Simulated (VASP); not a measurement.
# Na2Al2O (Cmmm) in VASP: notebook

The runs below take Na2Al2O through single point, relaxation of cell and atoms, with PBE.

Program: VASP 6.6.1. These are calculated values, not measurements. Logs are shortened: lines on timing, memory, paths and dates and some standing lists are left out, and cuts for length are marked.

### 1 The cell of the first run

It takes space group Cmmm (No. 65, orthorhombic). Conventional cell: a = 5.248 Å, b = 5.601 Å, c = 6.296 Å, α = 90.00°, β = 90.00°, γ = 90.00°. Within 2.5 Å of Na (site symmetry 2/m) lie 2 O at 1.92 Å. Al (site symmetry mm2) has 1 Al at 2.17 Å and 4 Na at 2.82 Å within 2.9 Å. Within 2.5 Å of O (site symmetry mmm) lie 4 Na at 1.92 Å.

### 2 Single point, PBE

Input file INCAR:

```
SYSTEM = Na2Al2O
ALGO = Normal
EDIFF = 1E-6
ENCUT = 520
GGA = PE
ISIF = 2
ISMEAR = 0
LASPH = .TRUE.
LCHARG = .TRUE.
LELF = .TRUE.
LREAL = .FALSE.
LVHAR = .TRUE.
LWAVE = .FALSE.
NBANDS = 21
NELM = 60
PREC = Accurate
SIGMA = 0.1
```

Input file KPOINTS:

```
k-points
0
G
  4 4 4
  0 0 0
```

Input file POSCAR:

```
Na2Al2O
1.0
    2.6240004600     -2.8005103900      0.0000000000
    2.6240004600      2.8005103900      0.0000000000
    0.0000000000      0.0000000000      6.2962309700
Na Al O
2 2 1
Direct
    0.0000000000      0.5000000000      0.5000000000
    0.5000000000      0.0000000000      0.5000000000
    0.5000000000      0.5000000000      0.1726017400
    0.5000000000      0.5000000000      0.8273982600
    0.0000000000      0.0000000000      0.5000000000
```

Potentials or basis: VASP PAW PBE potentials, release 64 (Na_pv, Al, O).

Started as:

```
$ cat potpaw_PBE.64/Na_pv/POTCAR potpaw_PBE.64/Al/POTCAR potpaw_PBE.64/O/POTCAR > POTCAR
$ mpirun -np 1 vasp_std > vasp.out
```

OUTCAR:

```text
SYSTEM = Na2Al2O
   EDIFF = 1E-6
   ENCUT = 520
   GGA = PE
   ISIF = 2
   ISMEAR = 0
   LASPH = .TRUE.
   LREAL = .FALSE.
   NELM = 60
   PREC = Accurate

 ion  position               nearest neighbor table
   1  0.000  0.500  0.500-   5 1.92   5 1.92   2 2.62   2 2.62   4 2.82   3 2.82   4 2.82   3 2.82

   2  0.500  0.000  0.500-   5 1.92   5 1.92   1 2.62   1 2.62   3 2.82   4 2.82   4 2.82   3 2.82

   3  0.500  0.500  0.173-   4 2.17   2 2.82   1 2.82   2 2.82   1 2.82
   4  0.500  0.500  0.827-   3 2.17   2 2.82   1 2.82   2 2.82   1 2.82
   5  0.000  0.000  0.500-   1 1.92   2 1.92   1 1.92   2 1.92

  LATTYP: Found a base centered orthorhombic cell.
 ALAT       =     5.2480009200
 B/A-ratio  =     1.0672674920
 C/A-ratio  =     1.1997389227

  Lattice vectors:

 A1 = (   2.6240004600,  -2.8005103900,   0.0000000000)
 A2 = (   2.6240004600,   2.8005103900,   0.0000000000)
 A3 = (   0.0000000000,   0.0000000000,   6.2962309700)

Analysis of symmetry for initial positions (statically):
=====================================================================
 Subroutine PRICEL returns:
 Original cell was already a primitive cell.

 Routine SETGRP: Setting up the symmetry group for a
 base centered orthorhombic supercell.

 Subroutine GETGRP returns: Found  8 space group operations
 (whereof  8 operations were pure point group operations)
 out of a pool of  8 trial point group operations.

The static configuration has the point symmetry D_2h.

Analysis of symmetry for dynamics (positions and initial velocities):
=====================================================================
 Subroutine PRICEL returns:
 Original cell was already a primitive cell.

 Routine SETGRP: Setting up the symmetry group for a
 base centered orthorhombic supercell.

 Subroutine GETGRP returns: Found  8 space group operations
 (whereof  8 operations were pure point group operations)
 out of a pool of  8 trial point group operations.

The dynamic configuration has the point symmetry D_2h.

 Subroutine INISYM returns: Found  8 space group operations
 (whereof  8 operations are pure point group operations),
 and found     1 'primitive' translations

----------------------------------------------------------------------------------------

                                     Primitive cell

  volume of cell :      92.5362

  direct lattice vectors                    reciprocal lattice vectors
     2.624000460 -2.800510390  0.000000000     0.190548747 -0.178538884  0.000000000
     2.624000460  2.800510390  0.000000000     0.190548747  0.178538884  0.000000000
     0.000000000  0.000000000  6.296230970     0.000000000  0.000000000  0.158825177

  length of vectors
     3.837738508  3.837738508  6.296230970     0.261122496  0.261122496  0.158825177

  position of ions in fractional coordinates (direct lattice)
     0.000000000  0.500000000  0.500000000
     0.500000000  0.000000000  0.500000000
     0.500000000  0.500000000  0.172601740
     0.500000000  0.500000000  0.827398260
     0.000000000  0.000000000  0.500000000

  ion indices of the primitive-cell ions
   primitive index   ion index
                 1           1
                 2           2
                 3           3
                 4           4
                 5           5

----------------------------------------------------------------------------------------

 KPOINTS: k-points

Automatic generation of k-mesh.
 Grid dimensions read from file:
 generate k-points for:    4    4    4

 Generating k-lattice:

  Cartesian coordinates                     Fractional coordinates (reciprocal lattice)
     0.047637187 -0.044634721  0.000000000     0.250000000  0.000000000  0.000000000
     0.047637187  0.044634721  0.000000000     0.000000000  0.250000000  0.000000000
     0.000000000  0.000000000  0.039706294     0.000000000  0.000000000  0.250000000

  Length of vectors
     0.065280624  0.065280624  0.039706294

  Shift w.r.t. Gamma in fractional coordinates (k-lattice)
     0.000000000  0.000000000  0.000000000

 Subroutine IBZKPT returns following result:
 ===========================================

 Found     21 irreducible k-points:

 Following reciprocal coordinates:
            Coordinates               Weight
  0.000000  0.000000  0.000000      1.000000
  0.250000  0.000000  0.000000      4.000000
  0.500000  0.000000  0.000000      2.000000
  0.250000  0.250000  0.000000      2.000000
  0.500000  0.250000  0.000000      4.000000
 -0.250000  0.250000  0.000000      2.000000
[... 13 lines left out ...]
 -0.250000  0.250000  0.500000      2.000000
  0.500000  0.500000  0.500000      1.000000
   k-points           NKPTS =     21   k-points in BZ     NKDIM =     21   number of bands    NBANDS=     21
   number of dos      NEDOS =    301   number of ions     NIONS =      5
   total plane-waves  NPLWV =  43200
   dimension x,y,z NGX =    30 NGY =   30 NGZ =   48
   dimension x,y,z NGXF=    60 NGYF=   60 NGZF=   96
   ions per type =               2   2   1
   NGX,Y,Z   is equivalent  to a cutoff of  13.00, 13.00, 12.67 a.u.
   NGXF,Y,Z  is equivalent  to a cutoff of  25.99, 25.99, 25.35 a.u.
 SYSTEM =  Na2Al2O
   PREC   = accura    normal or accurate (medium, high low for compatibility)
   ISTART =      0    job   : 0-new  1-cont  2-samecut
   ICHARG =      2    charge: 1-file 2-atom 10-const
   ISPIN  =      1    spin polarized calculation?
   LNONCOLLINEAR =      F non collinear calculations
   LSORBIT =      F    spin-orbit coupling
   LASPH  =      T    aspherical Exc in radial PAW
   ENCUT  =  520.0 eV  38.22 Ry    6.18 a.u.   7.14  7.14 11.71*2*pi/ulx,y,z
   NELM   =     60;   NELMIN=  2; NELMDL= -5     # of ELM steps
   EDIFF  = 0.1E-05   stopping-criterion for ELM
   LREAL  =      F    real-space projection
   EDIFFG = 0.1E-04   stopping-criterion for IOM
   NSW    =      0    number of steps for IOM
   IBRION =     -1    ionic relax: 0-MD 1-quasi-New 2-CG
   NFREE  =      0    steps in history (QN), initial steepest desc. (CG)
   ISIF   =      2    stress and relaxation
   ISYM   =      2    0-nonsym 1-usesym 2-fastsym
   POTIM  = 0.5000    time-step for ionic-motion
   TEBEG  =    0.0;   TEEND  =   0.0 temperature during run
   PSTRESS=    0.0 pullay stress
   NELECT =      26.0000    total number of electrons
   NUPDOWN=      -1.0000    fix difference up-down
   EMIN   =  10.00;   EMAX   =-10.00  energy-range for DOS
   EFERMI =   0.00;   METHOD = LEGACY
   ISMEAR =     0;   SIGMA  =   0.10  broadening in eV -4-tet -1-fermi 0-gaus
   EFERMI_NEDOS =   21; number of points for ismear=-14 and -15
   IALGO  =     38    algorithm
   IMIX   =      4    mixing-type and parameters
     AMIX     =   0.40;   BMIX     =  1.00
     AMIX_MAG =   1.60;   BMIX_MAG =  1.00
  volume/ion in A,a.u.               =      18.51       124.89
  Fermi-wavevector in a.u.,A,eV,Ry     =   1.072248  2.026255 15.642842  1.149716
  Thomas-Fermi vector in A             =   2.208013
   LORBIT       =      0    0 simple, 1 ext, 2 COOP (PROOUT), +10 PAW based schemes
   GGA     = PE    functional components
   LHFCALC =     F    Hartree Fock is set to
   AEXX    =    0.0000 exact exchange contribution
   IVDW    =     0    specifies the selected vdW correction
   LEPSILON=     F    determine dielectric tensor
   LRPA    =     F    only Hartree local field effects (RPA)
 non-spin polarized calculation
 Gauss-broadening in eV      SIGMA  =   0.10
  energy-cutoff  :      520.00
  volume of cell :       92.54
 maximum number of plane-waves:      2504
 NGX is ok and might be reduce to    30
   NGX = 15   NGY = 15   NGZ = 23

 number of electron      26.0000022 magnetization

 Free energy of the ion-electron system (eV)
  ---------------------------------------------------
  ext. energy  EPLUGINS =         0.00000000
  ---------------------------------------------------
  free energy    TOTEN  =       -11.27954872 eV

  energy without entropy =      -11.25784862  energy(sigma->0) =      -11.26869867

 E-fermi :   2.9720     XC(G=0):  -8.7200

 val. band max:        2.9705145398   @ k =   0.2500   0.0000   0.5000
 cond. band min:       3.0772202238   @ k =   0.2500   0.2500   0.0000
 fundamental gap:      0.1067056840
 Fermi energy:         2.9719792000

 k-point     1 :       0.0000    0.0000    0.0000
  band No.  band energies     occupation
      1     -19.7683      2.00000
      2     -19.6227      2.00000
      3     -19.5981      2.00000
      4     -19.4704      2.00000
      5     -19.3118      2.00000
      6     -19.2344      2.00000
[... 13 lines left out ...]
     20      10.0818      0.00000
     21      10.7283      0.00000

 k-point     2 :       0.2500    0.0000    0.0000
  band No.  band energies     occupation
      1     -19.7289      2.00000
      2     -19.6105      2.00000
      3     -19.5773      2.00000
      4     -19.4870      2.00000
      5     -19.4266      2.00000
      6     -19.3162      2.00000
[... 13 lines left out ...]
     20      10.4773      0.00000
     21      10.8879      0.00000

 k-point     3 :       0.5000    0.0000    0.0000
  band No.  band energies     occupation
      1     -19.6453      2.00000
      2     -19.6092      2.00000
      3     -19.5732      2.00000
      4     -19.5307      2.00000
      5     -19.5294      2.00000
      6     -19.3900      2.00000
[... 13 lines left out ...]
     20      10.7558      0.00000
     21      11.1504      0.00000

 k-point     4 :       0.2500    0.2500    0.0000
  band No.  band energies     occupation
      1     -19.7822      2.00000
      2     -19.6484      2.00000
      3     -19.5546      2.00000
      4     -19.5367      2.00000
      5     -19.5055      2.00000
      6     -19.2343      2.00000
[... 13 lines left out ...]
     20       9.9364      0.00000
     21      10.6174      0.00000

 k-point     5 :       0.5000    0.2500    0.0000
  band No.  band energies     occupation
      1     -19.9385      2.00000
      2     -19.7546      2.00000
      3     -19.5382      2.00000
      4     -19.5175      2.00000
      5     -19.4294      2.00000
      6     -19.1840      2.00000
[... 13 lines left out ...]
     20       9.9583      0.00000
     21      11.2436      0.00000

 k-point     6 :      -0.2500    0.2500    0.0000
  band No.  band energies     occupation
      1     -19.8916      2.00000
      2     -19.6444      2.00000
      3     -19.5692      2.00000
      4     -19.4908      2.00000
      5     -19.4784      2.00000
      6     -19.1783      2.00000
[... 13 lines left out ...]
     20      10.2855      0.00000
     21      10.4631      0.00000

 k-point     7 :       0.5000    0.5000    0.0000
  band No.  band energies     occupation
      1     -20.1144      2.00000
      2     -19.8271      2.00000
      3     -19.5403      2.00000
      4     -19.5110      2.00000
      5     -19.3655      2.00000
      6     -19.0854      2.00000
[... 13 lines left out ...]
     20       9.4830      0.00000
     21      10.3872      0.00000
[... 219 lines left out ...]
      1     -19.6453      2.00000
      2     -19.6091      2.00000
      3     -19.5732      2.00000
      4     -19.5308      2.00000
      5     -19.5296      2.00000
      6     -19.3900      2.00000
[... 13 lines left out ...]
     20       9.9678      0.00000
     21      11.0103      0.00000

 k-point    18 :       0.2500    0.2500    0.5000
  band No.  band energies     occupation
      1     -19.7822      2.00000
      2     -19.6484      2.00000
      3     -19.5548      2.00000
      4     -19.5367      2.00000
      5     -19.5055      2.00000
      6     -19.2343      2.00000
[... 13 lines left out ...]
     20      10.5378      0.00000
     21      11.3001      0.00000

 k-point    19 :       0.5000    0.2500    0.5000
  band No.  band energies     occupation
      1     -19.9385      2.00000
      2     -19.7546      2.00000
      3     -19.5383      2.00000
      4     -19.5176      2.00000
      5     -19.4294      2.00000
      6     -19.1840      2.00000
[... 13 lines left out ...]
     20       9.9828      0.00000
     21      10.8039      0.00000

 k-point    20 :      -0.2500    0.2500    0.5000
  band No.  band energies     occupation
      1     -19.8916      2.00000
      2     -19.6443      2.00000
      3     -19.5694      2.00000
      4     -19.4908      2.00000
      5     -19.4784      2.00000
      6     -19.1783      2.00000
[... 13 lines left out ...]
     20      10.7947      0.00000
     21      11.0423      0.00000

 k-point    21 :       0.5000    0.5000    0.5000
  band No.  band energies     occupation
      1     -20.1144      2.00000
      2     -19.8271      2.00000
      3     -19.5404      2.00000
      4     -19.5110      2.00000
      5     -19.3655      2.00000
      6     -19.0853      2.00000
[... 13 lines left out ...]
     20       9.1499      0.00000
     21       9.6298      0.00000

------------------------ aborting loop because EDIFF is reached ----------------------------------------

  FORCE on cell =-STRESS in cart. coord.  units (eV):
  Direction    XX          YY          ZZ          XY          YZ          ZX
  --------------------------------------------------------------------------------------
  -------------------------------------------------------------------------------------
  Total       11.7524462     13.0568420     14.4702453     -0.0000000      0.0000000      0.0000000
  in kB      203.4825225    226.0669057    250.5386508     -0.0000000      0.0000000      0.0000000
  external PRESSURE =     226.6960263 kB  Pullay stress =       0.0000000 kB

 VOLUME and BASIS-vectors are now :
 -----------------------------------------------------------------------------
  energy-cutoff  :      520.00
  volume of cell :       92.54
      direct lattice vectors                 reciprocal lattice vectors
     2.624000460 -2.800510390  0.000000000     0.190548747 -0.178538884  0.000000000
     2.624000460  2.800510390  0.000000000     0.190548747  0.178538884  0.000000000
     0.000000000  0.000000000  6.296230970     0.000000000  0.000000000  0.158825177

 POSITION                                       TOTAL-FORCE (eV/Angst)
 -----------------------------------------------------------------------------------
      1.31200      1.40026      3.14812         0.000000     -0.000000      0.000000
      1.31200     -1.40026      3.14812         0.000000     -0.000000      0.000000
      2.62400      0.00000      1.08674        -0.000000     -0.000000      2.534324
      2.62400      0.00000      5.20949        -0.000000     -0.000000     -2.534324
      0.00000      0.00000      3.14812         0.000000      0.000000      0.000000
 -----------------------------------------------------------------------------------
    total drift:                                0.000000      0.000000      0.000000

  FREE ENERGIE OF THE ION-ELECTRON SYSTEM (eV)
  ---------------------------------------------------
  free  energy   TOTEN  =       -11.2795487189 eV

  energy  without entropy=      -11.2578486199  energy(sigma->0) =      -11.26869867
```

It took 86 s on 1 thread of AMD EPYC 7R43 (Zen 3), shared host; peak memory 0.16 GiB.

What came out:

```yaml
Free_energy: -11.2795 eV
Pressure: 22.7 GPa
Largest_force: 2.534 eV/Å
Band_gap_on_the_k_mesh: zero (band 13 reaches 4.29 eV, above the bottom of band 14 at 2.08 eV)
```

Forces in eV/Å, atoms in the order of the input:
```
Na   0.000  0.000  0.000
Na   0.000  0.000  0.000
Al   0.000  0.000  2.534
Al   0.000  0.000 -2.534
O    0.000  0.000  0.000
```

Caveat: the k points lie up to 0.41 Å⁻¹ apart; forces of over 1 eV/Å act on the atoms, so gaps and moduli don't describe the material at rest.

### 3 Relaxation of cell and atoms, PBE

Input file INCAR:

```
PREC = Accurate ; ENCUT = 600
EDIFF = 1E-6 ; ISMEAR = 0
SIGMA = 0.1 ; LREAL = False
LASPH = True ; NELM = 80
ALGO = Normal ; ISIF = 3
LWAVE = False ; LCHARG = False
GGA = PE ; IBRION = 2
NSW = 90 ; EDIFFG = -0.04
```

Input file KPOINTS:

```
Automatic mesh
0
Gamma
  4 4 4
```

POSCAR is that of step 2.

Potentials or basis: VASP PAW PBE potentials, release 64 (Na_pv, Al, O).

Started as:

```
$ cat potpaw_PBE.64/Na_pv/POTCAR potpaw_PBE.64/Al/POTCAR potpaw_PBE.64/O/POTCAR > POTCAR
$ mpirun -np 1 vasp_std > vasp.out
```

It took 6.4 min on 1 thread of AMD EPYC 7R43 (Zen 3), shared host; peak memory 0.19 GiB.

The run converged. Its results:

- Free energy: -13.8431 eV
- Relaxed volume: 28.75 Å³/atom
- Relaxed cell: a = 4.298 Å, b = 4.298 Å, c = 7.785 Å, α = 90.00°, β = 90.00°, γ = 91.95°
- Space group after relaxing (to 0.05 Å): Cmmm (No. 65)
- Energy gained by relaxing: 512.2 meV/atom
- Ionic steps: 11
- Pressure after relaxing: 0.0 GPa
- Largest force after relaxing: 0.034 eV/Å
- Band gap on the k mesh: zero (band 13 reaches 1.18 eV, above the bottom of band 14 at 0.22 eV)

Forces in eV/Å, atoms in the order of the input:
```
Na   0.000  0.000  0.000
Na   0.000  0.000  0.000
Al   0.000  0.000 -0.034
Al   0.000  0.000  0.034
O    0.000  0.000  0.000
```

Stress tensor (GPa, compression positive):
```
 0.19  0.00  0.00
 0.00 -0.07  0.00
 0.00  0.00  0.01
```

The path:
```tsv
step	energy change (eV)	largest force (eV/Å)	pressure (GPa)	volume (Å³)
1	0.0000	2.5345	22.63	92.54
2	-2.3898	0.6760	1.58	132.12
3	-2.4014	0.7209	1.03	134.88
4	-2.3954	0.7875	0.01	140.52
5	-2.4032	0.7536	0.56	137.31
6	-2.4565	0.5602	0.14	139.92
7	-2.4991	0.0795	-0.57	145.53
8	-2.5317	0.0341	-0.25	144.18
9	-2.5508	0.1984	0.30	142.24
10	-2.5611	0.0514	0.03	143.87
11	-2.5612	0.0336	0.04	143.74
```

Final structure:
```
Na Al O
1.0
     2.98705   -3.09053    0.00000
     2.98705    3.09053    0.00000
     0.00000    0.00000    7.78537
Na Al O
2 2 1
Cartesian
  1.4935 1.5453 3.8927
  1.4935 -1.5453 3.8927
  2.9870 0.0000 1.3276
  2.9870 0.0000 6.4577
  0.0000 0.0000 3.8927
```

Levels at points of the mesh, in eV from the Fermi level:
| k point | band 10 | band 11 | band 12 | band 13 | band 14 | band 15 | band 16 | band 17 |
| --- | --- | --- | --- | --- | --- | --- | --- | --- |
| (0.00, 0.00, 0.00) | -1.39 | -1.07 | -1.05 | -0.64 | 1.85 | 1.87 | 3.54 | 3.57 |
| (0.50, 0.00, 0.00) | -2.11 | -1.35 | -1.32 | -1.01 | 0.10 | 1.26 | 2.22 | 3.84 |
| (0.50, 0.50, 0.00) | -1.89 | -1.83 | -1.01 | -0.43 | -0.29 | -0.29 | 1.11 | 1.28 |
| (0.00, 0.00, 0.50) | -1.44 | -1.06 | -1.04 | 0.44 | 1.78 | 1.83 | 1.91 | 3.60 |
| (0.50, 0.00, 0.50) | -1.77 | -1.21 | -1.00 | -0.39 | 0.11 | 0.33 | 2.27 | 3.01 |
| (0.50, 0.50, 0.50) | -1.79 | -1.75 | -1.03 | -0.68 | -0.52 | 0.59 | 1.28 | 1.46 |

Caveat: the k points lie up to 0.37 Å⁻¹ apart in the final cell; the volume moved by over 15 % at a fixed basis, so the end points are rough.
